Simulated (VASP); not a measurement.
Runs of VASP 6.6.1 on HfO2. The structure is that of space group Fm-3m (No. 225), or close to it. The cells are those of the table. 

```tsv
task	level	cell	cutoff (eV)	gap on the mesh (eV)	pressure (GPa)	relaxed volume (Å³/atom)
relaxation of cell and atoms	PBEsol	relaxed from a = 3.617 Å, angles 60.0°, 3 atoms	600	3.75	0.0	10.53
single point	PBE+D3(BJ)	a = 3.587 Å, angles 60.0°, 3 atoms	520	3.80	-3.7	-
relaxation of cell and atoms	PBE+D3(BJ)	relaxed from a = 3.617 Å, angles 60.0°, 3 atoms	600	3.84	0.1	10.70
single point	PBE+D4	a = 3.589 Å, angles 60.0°, 3 atoms	520	3.79	-3.7	-
relaxation of cell and atoms	PBE	relaxed from a = 3.617 Å, angles 60.0°, 3 atoms	600	3.80	0.0	(a)
single point	PBE	a = 3.604 Å, angles 60.0°, 3 atoms	520	3.76	(b)	-
single point	PBEsol	a = 3.566 Å, angles 60.0°, 3 atoms	520	3.71	-3.7	-
relaxation of cell and atoms	PBE+D4	relaxed from a = 3.617 Å, angles 60.0°, 3 atoms	600	3.84	0.1	10.72
```

Alike in all rows: potentials or basis VASP PAW PBE potentials, release 64 (Hf_pv, O); no spin polarisation; k mesh 8 × 8 × 8; smearing gaussian 0.01 eV.

Task: Fill in the values left out.

Result: (a) 10.87; (b) -3.6.

Caveats: spin-orbit coupling is left out, which moves the levels of the heavy elements; the PAW data sets were made with another functional, which shifts forces and pressure a little (some runs).

A k mesh can miss the band edges, and the runs leave out spin-orbit coupling on Hf.
